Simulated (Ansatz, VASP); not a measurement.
## Two plane-wave programs on SnO2

File INCAR:

```
SYSTEM = SnO2
ALGO = Normal
EDIFF = 1E-7
ENCUT = 520
GGA = PE
ISIF = 2
ISMEAR = 0
LASPH = .True.
LCHARG = .False.
LREAL = .False.
LWAVE = .False.
NBANDS = 35
NELM = 100
PREC = Accurate
SIGMA = 0.05
```

Contents of KPOINTS:

```
k-points
0
Gamma
  6 6 8
  0 0 0
```

File POSCAR:

```
SnO2
1.0
    4.4414885964      0.0000000000      0.0000000000
    0.0000000000      4.4414885964      0.0000000000
    0.0000000000      0.0000000000      3.2379909406
Sn O
2 4
Direct
    0.0000000000      0.0000000000      0.0000000000
    0.5000000000      0.5000000000      0.5000000000
    0.3066050863      0.3066050863      0.0000000000
    0.1933949137      0.8066050863      0.5000000000
    0.6933949137      0.6933949137      0.0000000000
    0.8066050863      0.1933949137      0.5000000000
```

Input for Ansatz:

```yaml
crystal:
  lattice:
    - [4.4414885964, 0.0, 0.0]
    - [0.0, 4.4414885964, 0.0]
    - [0.0, 0.0, 3.2379909406]
  atoms:
    - { symbol: Sn, position: [0.0, 0.0, 0.0] }
    - { symbol: Sn, position: [0.5, 0.5, 0.5] }
    - { symbol: O, position: [0.3066050863, 0.3066050863, 0.0] }
    - { symbol: O, position: [0.1933949137, 0.8066050863, 0.5] }
    - { symbol: O, position: [0.6933949137, 0.6933949137, 0.0] }
    - { symbol: O, position: [0.8066050863, 0.1933949137, 0.5] }
basis:
  ecutwfc: 420
kpoints:
  mp_grid: { grid: [6, 6, 8] }
hamiltonian:
  xc: pbe
scf:
  occupations: { method: gaussian, width: 0.05 }
output:
  forces: true
  stress: true
  eigenvalues: true
```

Change from the starting cell: strain -0.080 along x and y, +0.000 along z, atoms carried along.

Alike in both runs: task single point; functional PBE; k mesh 6 × 6 × 8; occupations gaussian, width 0.05 eV; no spin polarisation.

|  | VASP | Ansatz |
| --- | --- | --- |
| version | VASP 6.6.1 | Ansatz 0.2.0 |
| potentials or method | VASP PAW PBE potentials, release 64 (Sn_d, O), cutoff 520 eV | scalar-relativistic, plane waves, PAW |
| valence electrons in the cell | 52 | 52 |

VASP gave:

| Item | Value |
| --- | --- |
| gap on the k mesh at the Fermi level (eV) | 2.47 |
| least direct gap on the mesh (eV) | 2.47 |
| pressure (GPa) | 42.3 |
| traceless stress, the component that is largest in VASP (GPa) | -7.96 |
| rms of the force components (eV/Å) | 0.127 |

Task: Which values does Ansatz return?

Result: gap on the k mesh at the Fermi level (eV): 2.47; least direct gap on the mesh (eV): 2.47; pressure (GPa): 41.4; traceless stress, the component that is largest in VASP (GPa): -8.23; rms of the force components (eV/Å): 0.132.

Atom by atom the forces differ by 0.006 eV/Å (rms over components). Both programs put the cell under a high pressure, so it lies far from rest at this level.
